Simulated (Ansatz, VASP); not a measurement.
## GaN in VASP and in Ansatz

The input INCAR:

```
AGGAC = 1.0
AGGAX = 1.0
ALDAC = 0.0
ALDAX = 1.0
ALGO = Normal
EDIFF = 1E-6
ENCUT = 520
GGA = B5
ISIF = 2
ISMEAR = -1
LASPH = True
LCHARG = True
LELF = True
LREAL = False
LVHAR = True
LWAVE = False
NBANDS = 16
NELM = 100
PREC = Accurate
SIGMA = 0.05
```

KPOINTS

```
k-points
0
Gamma
  10 10 10
```

The input POSCAR:

```
GaN
1.0
    0.0000000000      2.2074978911      2.2074978911
    2.2074978911      0.0000000000      2.2074978911
    2.2074978911      2.2074978911      0.0000000000
Ga N
1 1
Direct
    0.0000000000      0.0000000000      0.0000000000
    0.2500000000      0.2500000000      0.2500000000
```

input.yaml

```yaml
crystal:
  lattice:
    - [0.0, 2.2074978911, 2.2074978911]
    - [2.2074978911, 0.0, 2.2074978911]
    - [2.2074978911, 2.2074978911, 0.0]
  atoms:
    - { symbol: Ga, position: [0.0, 0.0, 0.0] }
    - { symbol: "N", position: [0.25, 0.25, 0.25] }
hamiltonian:
  xc: blyp
  pseudopotentials: { kind: paw }
kpoints:
  mp_grid: { grid: [10, 10, 10] }
scf:
  occupations: { method: fermi_dirac, width: 0.05 }
output:
  forces: true
  stress: true
  eigenvalues: true
```

Alike in both runs: task single point; functional BLYP; k mesh 10 × 10 × 10; occupations fermi-dirac, width 0.05 eV; no spin polarisation.

```csv
,VASP,Ansatz
version,VASP 6.6.1,Ansatz 0.2.0
potentials or method,"VASP PAW PBE potentials, release 64 (Ga_d, N)",Ansatz PAW
plane-wave cutoff (eV),520,420
valence electrons in the cell,18,18
```

VASP gave:

```
gap on the k mesh at the Fermi level (eV) : 2.22
least direct gap on the mesh (eV)         : 2.22
pressure (GPa)                            : 26.7
```

Problem. Which values does Ansatz return?

Solution. gap on the k mesh at the Fermi level (eV): 2.24; least direct gap on the mesh (eV): 2.24; pressure (GPa): 24.8.

VASP's potentials were made for PBE, not for BLYP. With one functional, cell and mesh, what is left measures potentials, basis and numerics.
